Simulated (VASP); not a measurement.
Here is a VASP 6.6.1 calculation.

File INCAR:

```
SYSTEM = CuAu
ALGO = Fast
EDIFF = 1E-7
ENCUT = 520
GGA = PE
ISIF = 2
ISMEAR = 0
LASPH = .True.
LCHARG = .False.
LREAL = .False.
LWAVE = .False.
NBANDS = 18
NELM = 60
PREC = Accurate
SIGMA = 0.15
```

Contents of KPOINTS:

```
k-points
0
Gamma
  18 18 14
  0 0 0
```

The input POSCAR:

```
CuAu
1.0
    2.7160000000      0.0000000000      0.0000000000
    0.0000000000      2.7160000000      0.0000000000
    0.0000000000      0.0000000000      3.7250500000
Cu Au
1 1
Direct
    0.5000000000      0.5000000000      0.5000000000
    0.0000000000      0.0000000000      0.0000000000
```

Potentials or basis: VASP PAW PBE potentials, release 64 (Cu, Au).

Launch:

```bash
$ cat potpaw_PBE.64/Cu/POTCAR potpaw_PBE.64/Au/POTCAR > POTCAR
$ mpirun -np 1 vasp_std > vasp.out
```

(1) What does it give for the pressure?

(2) Predict the band gap on the k mesh.

Results:

(1) 16.2 GPa.

(2) zero (band 11 reaches 15.32 eV, above the bottom of band 12 at 7.60 eV).

Caveat: the cell differs from its parent crystal (strain -0.030 along x and y, +0.015 along z); spin-orbit coupling is left out, which moves the levels of the heavy elements.
